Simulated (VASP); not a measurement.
Wanted: the native input for a VASP 6.6.1 run.

```
Task                   : single point
Functional             : r2SCAN
Potentials or basis    : VASP PAW PBE potentials, release 64 (Hf_pv, O)
Cutoff                 : 520 eV
k mesh                 : 8 × 8 × 8
Occupations            : gaussian, width 0.05 eV
Spin                   : no spin polarisation
Dipole correction      : no
Further INCAR settings : ALGO = Normal; EDIFF = 1e-06; NBANDS = 18
```

The system is HfO2.

```
Hf O
1.0
     0.00000    2.52916    2.40270
     2.52916    0.00000    2.40270
     2.52916    2.52916    0.00000
Hf O
1 2
Direct
  0.00000 0.00000 0.00000
  0.25000 0.25000 0.25000
  0.75000 0.75000 0.75000
```

This cell differs from its parent crystal: strain +0.000 along x and y, -0.050 along z.

These files were run (other wordings do the same):

POSCAR

```
HfO2
1.0
    0.0000000000      2.5291609878      2.4027029384
    2.5291609878      0.0000000000      2.4027029384
    2.5291609878      2.5291609878      0.0000000000
Hf O
1 2
Direct
    0.0000000000      0.0000000000      0.0000000000
    0.2500000000      0.2500000000      0.2500000000
    0.7500000000      0.7500000000      0.7500000000
```

INCAR.step1

```
PREC = Accurate
ENCUT = 520
ISMEAR = 0
SIGMA = 0.05
LREAL = F
LASPH = T
NELM = 80
NBANDS = 18
GGA = PE
ALGO = Normal
EDIFF = 1E-4
LWAVE = T
LCHARG = F
```

INCAR.step2

```
PREC = Accurate
ENCUT = 520
EDIFF = 1E-6
ISMEAR = 0
SIGMA = 0.05
LREAL = F
LASPH = T
NELM = 80
ALGO = Normal
ISIF = 2
LWAVE = F
LCHARG = T
METAGGA = R2SCAN
LMIXTAU = T
LELF = T
LVHAR = T
NBANDS = 18
ISTART = 1
```

KPOINTS

```
regular mesh
0
Gamma
  8 8 8
```

Potentials or basis: VASP PAW PBE potentials, release 64 (Hf_pv, O).

Command:

```console
$ cat potpaw_PBE.64/Hf_pv/POTCAR potpaw_PBE.64/O/POTCAR > POTCAR
$ cp INCAR.step1 INCAR
$ mpirun -np 1 vasp_std > vasp.out
$ cp INCAR.step2 INCAR
$ mpirun -np 1 vasp_std > vasp.out
```

Results of the run:

```json
{"Pressure": "11.2 GPa", "Band gap on the k mesh": "3.81 eV, indirect (least direct gap 3.99 eV)"}
```

Caveat: the cell differs from its parent crystal (strain +0.000 along x and y, -0.050 along z); the PAW data sets were made with another functional, which shifts forces and pressure a little; spin-orbit coupling is left out, which moves the levels of the heavy elements.

Wall time 57 s on 1 thread of Intel(R) Xeon(R) 6975P-C (Granite Rapids), with other jobs on the host, peak memory 0.18 GiB.
